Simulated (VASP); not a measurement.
# Se2O (R-3m) in VASP: a series of runs, part 2 of 2

VASP 6.6.1.

### Step 3. Relaxation of cell and atoms, PBE

This run uses another cell than the first one, of 20.62 Å³/atom, 1.256 times its volume.

File INCAR:

```
PREC = Accurate
ENCUT = 600
EDIFF = 1E-6
ISMEAR = 0
SIGMA = 0.1
LREAL = False
LASPH = True
NELM = 100
ALGO = Normal
ISIF = 3
LWAVE = False
LCHARG = False
GGA = PE
IBRION = 2
NSW = 90
EDIFFG = -0.04
```

File KPOINTS:

```
Automatic mesh
0
Gamma
  6 6 6
```

File POSCAR:

```
Se2O
1.0
    1.8082435369      1.0439898928      5.4613580533
   -1.8082435369      1.0439898928      5.4613580533
    0.0000000000     -2.0879797855      5.4613580533
Se O
2 1
Direct
    0.7500000000      0.7500000000      0.7500000000
    0.2500000000      0.2500000000      0.2500000000
    0.0000000000      0.0000000000      0.0000000000
```

Potentials or basis: VASP PAW PBE potentials, release 64 (Se, O).

Started as:

```console
> cat potpaw_PBE.64/Se/POTCAR potpaw_PBE.64/O/POTCAR > POTCAR
> mpirun -np 1 vasp_std > vasp.out
```

OUTCAR:

```text
PREC = Accurate
   ENCUT = 600
   EDIFF = 1E-6
   ISMEAR = 0
   LREAL = False
   LASPH = True
   NELM = 100
   ISIF = 3
   GGA = PE
   IBRION = 2
   NSW = 90
   EDIFFG = -0.04

 ion  position               nearest neighbor table
   1  0.750  0.750  0.750-
   2  0.250  0.250  0.250-
   3  0.000  0.000  0.000-

  LATTYP: Found a trigonal (rhomboedric) cell.
 ALAT       =     5.8468873233
 COS(alpha) =     0.8087090651

  Lattice vectors:

 A1 = (   1.8082435369,   1.0439898928,   5.4613580533)
 A2 = (  -1.8082435369,   1.0439898928,   5.4613580533)
 A3 = (   0.0000000000,  -2.0879797855,   5.4613580533)

Analysis of symmetry for initial positions (statically):
=====================================================================
 Subroutine PRICEL returns:
 Original cell was already a primitive cell.

 Routine SETGRP: Setting up the symmetry group for a
 trigonal (rhombohedral) supercell.

 Subroutine GETGRP returns: Found 12 space group operations
 (whereof 12 operations were pure point group operations)
 out of a pool of 12 trial point group operations.

The static configuration has the point symmetry D_3d.

Analysis of symmetry for dynamics (positions and initial velocities):
=====================================================================
 Subroutine PRICEL returns:
 Original cell was already a primitive cell.

 Routine SETGRP: Setting up the symmetry group for a
 trigonal (rhombohedral) supercell.

 Subroutine GETGRP returns: Found 12 space group operations
 (whereof 12 operations were pure point group operations)
 out of a pool of 12 trial point group operations.

The dynamic configuration has the point symmetry D_3d.

 Subroutine INISYM returns: Found 12 space group operations
 (whereof 12 operations are pure point group operations),
 and found     1 'primitive' translations

----------------------------------------------------------------------------------------

                                     Primitive cell

  volume of cell :      61.8593
[... 96 lines left out ...]
   NFREE  =      1    steps in history (QN), initial steepest desc. (CG)
   ISIF   =      3    stress and relaxation
   ISYM   =      2    0-nonsym 1-usesym 2-fastsym
   POTIM  = 0.5000    time-step for ionic-motion
   TEBEG  =    0.0;   TEEND  =   0.0 temperature during run
   PSTRESS=    0.0 pullay stress
   NELECT =      18.0000    total number of electrons
   NUPDOWN=      -1.0000    fix difference up-down
   EMIN   =  10.00;   EMAX   =-10.00  energy-range for DOS
   EFERMI =   0.00;   METHOD = LEGACY
   ISMEAR =     0;   SIGMA  =   0.10  broadening in eV -4-tet -1-fermi 0-gaus
   EFERMI_NEDOS =   21; number of points for ismear=-14 and -15
   IALGO  =     38    algorithm
   IMIX   =      4    mixing-type and parameters
     AMIX     =   0.40;   BMIX     =  1.00
     AMIX_MAG =   1.60;   BMIX_MAG =  1.00
  volume/ion in A,a.u.               =      20.62       139.15
  Fermi-wavevector in a.u.,A,eV,Ry     =   1.084836  2.050042 16.012267  1.176868
  Thomas-Fermi vector in A             =   2.220935
   LORBIT       =      0    0 simple, 1 ext, 2 COOP (PROOUT), +10 PAW based schemes
   GGA     = PE    functional components
   LHFCALC =     F    Hartree Fock is set to
   AEXX    =    0.0000 exact exchange contribution
   IVDW    =     0    specifies the selected vdW correction
   LEPSILON=     F    determine dielectric tensor
   LRPA    =     F    only Hartree local field effects (RPA)
 conjugate gradient relaxation of ions
 non-spin polarized calculation
 Gauss-broadening in eV      SIGMA  =   0.10
  energy-cutoff  :      600.00
  volume of cell :       61.86
 maximum number of plane-waves:      2097
   NGX = 23   NGY = 23   NGZ = 23

--------------------------------------- Ionic step        1  -------------------------------------------

 number of electron      17.9999999 magnetization

 Free energy of the ion-electron system (eV)
  ---------------------------------------------------
  ext. energy  EPLUGINS =         0.00000000
  ---------------------------------------------------
  free energy    TOTEN  =        -9.06760778 eV

  energy without entropy =       -9.04834304  energy(sigma->0) =       -9.05797541

 E-fermi :   2.6679     XC(G=0):  -9.5789

 val. band max:        2.6582617155   @ k =   0.3333   0.3333   0.1667
 cond. band min:       2.6700923978   @ k =   0.3333   0.3333   0.3333
 fundamental gap:      0.0118306824
 Fermi energy:         2.6678643802
[... 881 lines left out ...]
  FREE ENERGIE OF THE ION-ELECTRON SYSTEM (eV)
  ---------------------------------------------------
  free  energy   TOTEN  =        -9.5703767168 eV

  energy  without entropy=       -9.5605855875  energy(sigma->0) =       -9.56548115

[... ionic steps 4 to 15 ...]

--------------------------------------- Ionic step       16  -------------------------------------------

 number of electron      18.0000000 magnetization

------------------------ aborting loop because EDIFF is reached ----------------------------------------
[... 69 lines left out ...]
--------------------------------------- Ionic step       18  -------------------------------------------

 number of electron      18.0000000 magnetization

 Free energy of the ion-electron system (eV)
  ---------------------------------------------------
  ext. energy  EPLUGINS =         0.00000000
  ---------------------------------------------------
  free energy    TOTEN  =       -10.78033064 eV

  energy without entropy =      -10.77767803  energy(sigma->0) =      -10.77900434

 E-fermi :   5.1340     XC(G=0): -10.5731

 val. band max:        5.0704744593   @ k =  -0.1667   0.1667   0.0000
 cond. band min:       5.1871207108   @ k =   0.3333   0.3333   0.0000
 fundamental gap:      0.1166462515
 Fermi energy:         5.1339952499
[... 414 lines left out ...]
  FREE ENERGIE OF THE ION-ELECTRON SYSTEM (eV)
  ---------------------------------------------------
  free  energy   TOTEN  =       -10.7803306429 eV

  energy  without entropy=      -10.7776780314  energy(sigma->0) =      -10.77900434

 reached required accuracy - stopping structural energy minimisation
```

OSZICAR:

```text
N       E                     dE             d eps       ncg     rms          rms(c)
DAV:   1     0.872916658506E+02    0.87292E+02   -0.84045E+03   832   0.134E+03
DAV:   2    -0.440334352629E+01   -0.91695E+02   -0.87535E+02  1154   0.201E+02
DAV:   3    -0.101053072459E+02   -0.57020E+01   -0.55892E+01   887   0.563E+01
DAV:   4    -0.101706341347E+02   -0.65327E-01   -0.61973E-01  1107   0.578E+00
[... 167 lines left out ...]
DAV:   3    -0.107804324450E+02    0.26789E-03   -0.85627E-04  1007   0.233E-01    0.857E-02
DAV:   4    -0.107803324383E+02    0.10001E-03   -0.54955E-04  1030   0.178E-01    0.245E-02
DAV:   5    -0.107803291981E+02    0.32402E-05   -0.46186E-05   937   0.577E-02    0.969E-03
DAV:   6    -0.107803306965E+02   -0.14984E-05   -0.63365E-06   902   0.211E-02    0.437E-03
DAV:   7    -0.107803306429E+02    0.53535E-07   -0.47566E-07   426   0.585E-03
  18 F= -.10780331E+02 E0= -.10779004E+02  d E =-.206309E-02
```

CONTCAR:

```text
Se2O
   1.00000000000000
     1.7195534093205991    0.9927846237656294    4.8032930278307902
    -1.7195534093205991    0.9927846237656294    4.8032930278307902
     0.0000000000000000   -1.9855692474512747    4.8032930278335391
  Se              O
     2     1
Direct
     0.7739209172240051    0.7739209172240051    0.7739209172239747
     0.2260790827759948    0.2260790827759948    0.2260790827760253
     0.0000000000000000    0.0000000000000000    0.0000000000000000

  0.00000000E+00  0.00000000E+00  0.00000000E+00
  0.00000000E+00  0.00000000E+00  0.00000000E+00
  0.00000000E+00  0.00000000E+00  0.00000000E+00
```

Run time: 8.1 min. Hardware: 1 thread of AMD EPYC 9R45 (Zen 5), shared host; peak memory 0.33 GiB.

What came out:

```yaml
Free_energy: -10.7803 eV
Relaxed_volume: 16.40 Å³/atom
Relaxed_cell: a = 5.198 Å, b = 5.198 Å, c = 5.198 Å, α = 38.64°, β = 38.64°, γ = 38.64°
Space_group_after_relaxing_to_0.05_Å: R-3m (No. 166)
Energy_gained_by_relaxing: 570.9 meV/atom
Ionic_steps: 18
Pressure_after_relaxing: 0.0 GPa
Band_gap_on_the_k_mesh: zero (band 9 reaches 5.42 eV, above the bottom of band 10 at 4.94 eV)
```

Forces on the atoms (eV/Å):
```
Se   0.000  0.000  0.002
Se   0.000  0.000 -0.002
O    0.000  0.000  0.000
```

The path:
| step | energy change (eV) | largest force (eV/Å) | pressure (GPa) | volume (Å³) |
| --- | --- | --- | --- | --- |
| 1 | 0.0000 | 0.8907 | -8.50 | 61.86 |
| 2 | -0.4470 | 2.1340 | -1.22 | 52.57 |
| 3 | -0.5028 | 2.7529 | 5.02 | 48.64 |
| 4 | -0.7616 | 2.8283 | 7.71 | 46.34 |
| 5 | -0.9353 | 0.8148 | 31.12 | 39.86 |
| 6 | -0.9869 | 2.7475 | 15.14 | 43.21 |
| 7 | -1.0396 | 2.2699 | 21.80 | 41.51 |
| 8 | -1.3211 | 0.5878 | 19.61 | 42.21 |
| 9 | -1.3684 | 0.6100 | 19.27 | 42.61 |
| 10 | -1.5770 | 0.1707 | 10.61 | 44.84 |
| 11 | -1.6907 | 0.2938 | 1.81 | 47.93 |
| 12 | -1.6940 | 0.3662 | 0.48 | 48.53 |
| 13 | -1.6941 | 0.3811 | 0.22 | 48.65 |
| 14 | -1.7014 | 0.2552 | 0.11 | 48.80 |
| 15 | -1.7106 | 0.0988 | -0.10 | 49.23 |
| 16 | -1.7107 | 0.1127 | -0.09 | 49.24 |
| 17 | -1.7116 | 0.0828 | -0.08 | 49.23 |
| 18 | -1.7127 | 0.0022 | 0.00 | 49.20 |

Final structure:
```
Se O
1.0
     1.71955    0.99278    4.80329
    -1.71955    0.99278    4.80329
     0.00000   -1.98557    4.80329
Se O
2 1
Direct
  0.77392 0.77392 0.77392
  0.22608 0.22608 0.22608
  0.00000 0.00000 0.00000
```

Caveat: the volume moved by over 15 % at a fixed basis, so the end points are rough.

### Step 4. Single point, PBE

File INCAR:

```
PREC     = Accurate       # precision mode
ENCUT    = 520            # plane-wave cutoff, eV
EDIFF    = 1E-6           # SCF threshold, eV
ISMEAR   = 0              # smearing method
SIGMA    = 0.1            # smearing width, eV
LREAL    = False          # projectors in reciprocal space
LASPH    = True           # aspherical terms in the spheres
NELM     = 60             # most SCF steps
ALGO     = Normal         # electronic algorithm
ISIF     = 2              # what is computed and relaxed
LWAVE    = False          # write WAVECAR
LCHARG   = False          # write CHGCAR
GGA      = PE             # functional
NBANDS   = 16             # bands
```

File KPOINTS:

```
regular mesh
0
Gamma
  18 18 18
```

File POSCAR:

```
Se2O
1.0
    1.7195276371      0.9927697442      4.8179568025
   -1.7195276371      0.9927697442      4.8179568025
    0.0000000000     -1.9855394883      4.8179568025
Se O
2 1
Direct
    0.7742179583      0.7742179583      0.7742179583
    0.2257820417      0.2257820417      0.2257820417
    0.0000000000      0.0000000000      0.0000000000
```

Started as:

```console
> cat potpaw_PBE.64/Se/POTCAR potpaw_PBE.64/O/POTCAR > POTCAR
> mpirun -np 1 vasp_std > vasp.out
```

It took 9.3 min on 1 thread of AMD EPYC 9R45 (Zen 5), shared host; peak memory 0.53 GiB.

The run converged. Its results:

- Free energy: -10.7629 eV
- Pressure: 0.0 GPa
- Largest force: 0.021 eV/Å
- Band gap on the k mesh: zero (band 9 reaches 5.38 eV, above the bottom of band 10 at 4.87 eV)

Forces on the atoms (eV/Å):
```
Se   0.000  0.000 -0.021
Se   0.000  0.000  0.021
O    0.000  0.000  0.000
```

Levels at points of the mesh, in eV from the Fermi level:
| k point | band 5 | band 6 | band 7 | band 8 | band 9 | band 10 | band 11 | band 12 | band 13 | band 14 |
| --- | --- | --- | --- | --- | --- | --- | --- | --- | --- | --- |
| (0.00, 0.00, 0.00) | -2.35 | -2.26 | -2.26 | -1.82 | -1.82 | 1.26 | 1.26 | 2.85 | 7.64 | 8.66 |
| (0.50, 0.00, 0.00) | -4.06 | -3.88 | -3.43 | -3.13 | -1.17 | -0.19 | 2.14 | 2.49 | 7.34 | 9.87 |
| (0.50, 0.50, 0.00) | -5.70 | -4.51 | -3.03 | -0.93 | 0.24 | 0.61 | 1.10 | 2.19 | 5.97 | 8.76 |
| (0.50, 0.50, 0.50) | -2.89 | -2.89 | -0.54 | -0.54 | -0.15 | 0.56 | 0.56 | 0.62 | 6.17 | 8.36 |

### Step 5. Overview

| task | cell | k mesh | cutoff (eV) | gap on the mesh (eV) | pressure (GPa) | largest force (eV/Å) |
| --- | --- | --- | --- | --- | --- | --- |
| single point | a = 5.202 Å, angles 38.6°, 3 atoms | 6 × 6 × 6 | 520 | none | 0.0 | 0.02 |
| relaxation of cell and atoms | relaxed from a = 5.847 Å, angles 36.0°, 3 atoms | 6 × 6 × 6 | 600 | none | 0.0 | - |
| single point | a = 5.211 Å, angles 38.5°, 3 atoms | 18 × 18 × 18 | 520 | none | 0.0 | 0.02 |

Alike in all rows: level PBE; potentials or basis VASP PAW PBE potentials, release 64 (Se, O); no spin polarisation; smearing gaussian 0.1 eV.

Caveats: the volume moved by over 15 % at a fixed basis, so the end points are rough (some runs).

Absolute energies hang on the potentials; compare differences alone.
